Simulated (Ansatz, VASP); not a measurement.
## Cd in VASP and in Ansatz

INCAR

```
SYSTEM = Cd
ALGO = Normal
EDIFF = 1E-6
ENCUT = 520
GGA = PE
ISIF = 2
ISMEAR = -1
LASPH = .True.
LCHARG = .False.
LREAL = .False.
LWAVE = .False.
NBANDS = 12
NELM = 80
PREC = Accurate
SIGMA = 0.05
```

KPOINTS

```
k-points
0
Gamma
  17 17 17
  0 0 0
```

POSCAR

```
Cd
1.0
   -1.7397658990      1.7397658990      1.7397658990
    1.7397658990     -1.7397658990      1.7397658990
    1.7397658990      1.7397658990     -1.7397658990
Cd
1
Direct
    0.0000000000      0.0000000000      0.0000000000
```

Input for Ansatz:

```yaml
crystal:
  lattice:
    - [-1.739765899, 1.739765899, 1.739765899]
    - [1.739765899, -1.739765899, 1.739765899]
    - [1.739765899, 1.739765899, -1.739765899]
  atoms:
    - { symbol: Cd, position: [0.0, 0.0, 0.0] }
kpoints:
  mp_grid: { grid: [17, 17, 17] }
scf:
  occupations: { method: fermi_dirac, width: 0.05 }
hamiltonian:
  xc: pbe
  pseudopotentials: { kind: all_electron, lapw: { basis_error: 0.001 } }
output:
  forces: true
  stress: true
  eigenvalues: true
  populations: true
```

Change from the starting cell: volume scaled by 0.9, LAPW.

Alike in both runs: task single point; functional PBE; k mesh 17 × 17 × 17; occupations fermi-dirac, width 0.05 eV; no spin polarisation.

```csv
,VASP,Ansatz
version,VASP 6.6.1,Ansatz 0.2.0
potentials or method,"VASP PAW PBE potentials, release 64 (Cd), cutoff 520 eV","all-electron LAPW, scalar-relativistic"
```

Ansatz gave:

* pressure (GPa): 5.3

Problem. What did VASP give for the same quantities?

Solution. Pressure (GPa): 5.6.

Ansatz ran all-electron here, and VASP with PAW potentials.
